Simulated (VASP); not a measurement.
Input of a VASP 6.6.1 run:

Contents of INCAR:

```
SYSTEM = Al
ALGO     = Normal         ! electronic algorithm
EDIFF    = 1E-6           ! SCF threshold, eV
ENCUT    = 500            ! plane-wave cutoff, eV
GGA      = PE             ! functional
GGA_COMPAT= .False.      
ISIF     = 2              ! what is computed and relaxed
ISMEAR   = 0              ! smearing method
LASPH    = .True.         ! aspherical terms in the spheres
LCHARG   = .True.         ! write CHGCAR
LELF     = .True.         ! ELF
LREAL    = .False.        ! projectors in reciprocal space
LVHAR    = .True.       
LWAVE    = .False.        ! write WAVECAR
NBANDS   = 8              ! bands
NELM     = 120            ! most SCF steps
PREC     = Accurate       ! precision mode
SIGMA    = 0.14           ! smearing width, eV
```

File KPOINTS:

```
k-points
0
Gamma
  9 9 9
  0 0 0
```

File POSCAR:

```
Al
1.0
    0.0000000000      2.0194648466      2.0194648466
    2.0194648466      0.0000000000      2.0194648466
    2.0194648466      2.0194648466      0.0000000000
Al
1
Direct
    0.0000000000      0.0000000000      0.0000000000
```

Potentials or basis: VASP PAW PBE potentials, release 64 (Al).

Run with:

```sh
$ cat potpaw_PBE.64/Al/POTCAR > POTCAR
$ mpirun -np 1 vasp_std > vasp.out
```

Estimate the pressure.

0.4 GPa.
